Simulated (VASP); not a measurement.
A run of VASP 6.6.1 is set up as follows.

The input INCAR:

```
  PREC = Accurate
  ENCUT = 520
  EDIFF = 1E-6
  ISMEAR = -1
  SIGMA = 0.05
  LREAL = False
  LASPH = True
  NELM = 80
  ALGO = Normal
  ISIF = 2
  LWAVE = False
  LCHARG = True
  GGA = PE
  LELF = True
  LVHAR = True
  NBANDS = 26
```

The input KPOINTS:

```
regular mesh
0
Gamma
  7 7 4
```

POSCAR

```
CdS
1.0
    4.1774842447      0.0000000000      0.0000000000
   -2.0887421223      3.6178074798      0.0000000000
    0.0000000000      0.0000000000      6.7816171943
Cd S
2 2
Direct
    0.6666666667      0.3333333333      0.5000000000
    0.3333333333      0.6666666667      0.0000000000
    0.6666666667      0.3333333333      0.8750000000
    0.3333333333      0.6666666667      0.3750000000
```

Potentials or basis: VASP PAW PBE potentials, release 64 (Cd, S).

The run is started by

```bash
$ cat potpaw_PBE.64/Cd/POTCAR potpaw_PBE.64/S/POTCAR > POTCAR
$ mpirun -np 1 vasp_std > vasp.out
```

Q: Predict the pressure.

A: 1.2 GPa.

Q: Estimate the band gap on the k mesh.

A: 1.15 eV, direct.

Stress tensor (GPa, compression positive):
```
1.00 0.00 0.00
0.00 1.00 0.00
0.00 0.00 1.59
```
